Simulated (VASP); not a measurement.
Wanted: the native input for a VASP 6.6.1 run.

- Task: single point
- Functional: PBE
- Potentials or basis: VASP PAW PBE potentials, release 64 (Ge_d, N)
- Cutoff: 520 eV
- k mesh: 2 × 2 × 2
- Occupations: fermi-dirac, width 0.05 eV
- Spin: no spin polarisation
- Dipole correction: no
- Further INCAR settings: LREAL = Auto; ALGO = Normal; EDIFF = 1e-07; NBANDS = 128

The structure of Ge16N (a cell with a defect) lies in POSCAR:

```
Ge16N
1.0
    0.0000000000      5.6600000000      5.6600000000
    5.6600000000      0.0000000000      5.6600000000
    5.6600000000      5.6600000000      0.0000000000
Ge N
16 1
Direct
    0.0359717314      0.0341519435      0.0424028269
    0.0495053004      0.3195936396      0.0872438163
    0.0697703180     -0.0775618375      0.4299469965
    0.0825618375      0.0457597173      0.6919964664
   -0.0816254417      0.7592579505     -0.0961130742
    0.2481272085      0.5086925795      0.1383215548
    0.0153886926      0.4195229682      0.5220318021
    0.1177385159      0.5160070671      0.6867137809
    0.4605388693      0.1805035336     -0.1008745583
    0.6280388693      0.0047526502      0.2287632509
    0.4387014134     -0.1235600707      0.6646378092
    0.5986307420      0.1779770318      0.4967932862
    0.6300530035      0.3849469965      0.0906537102
    0.4670848057      0.7990282686      0.0426325088
    0.4544787986      0.6059452297      0.4404681979
    0.6081890459      0.5073409894      0.7129770318
    1.2007597173      0.7621908127      0.1584275618
```

These files were run (other wordings do the same):

INCAR

```
ALGO = Normal ; EDIFF = 1E-7
ENCUT = 520 ; GGA = PE
ISIF = 2 ; ISMEAR = -1
LASPH = T ; LCHARG = F
LREAL = Auto ; LWAVE = F
NBANDS = 128 ; NELM = 100
PREC = Accurate ; SIGMA = 0.05
```

KPOINTS

```
k-points
0
Gamma
  2 2 2
```

Potentials or basis: VASP PAW PBE potentials, release 64 (Ge_d, N).

The run is started by

```bash
$ cat potpaw_PBE.64/Ge_d/POTCAR potpaw_PBE.64/N/POTCAR > POTCAR
$ mpirun -np 1 vasp_std > vasp.out
```

It gave:

- Pressure: 0.7 GPa
- Largest force: 1.330 eV/Å
- Band gap on the k mesh: zero (an odd number of electrons rules out a gap without spin polarisation)

Caveat: the k points lie up to 0.48 Å⁻¹ apart, too coarse for converged energies and pressures of a metal; the atoms stand as in a frame of molecular dynamics.

Run time: 9.5 min on 1 thread of Intel(R) Xeon(R) 6975P-C (Granite Rapids) (shared host), peak memory 0.6 GiB.
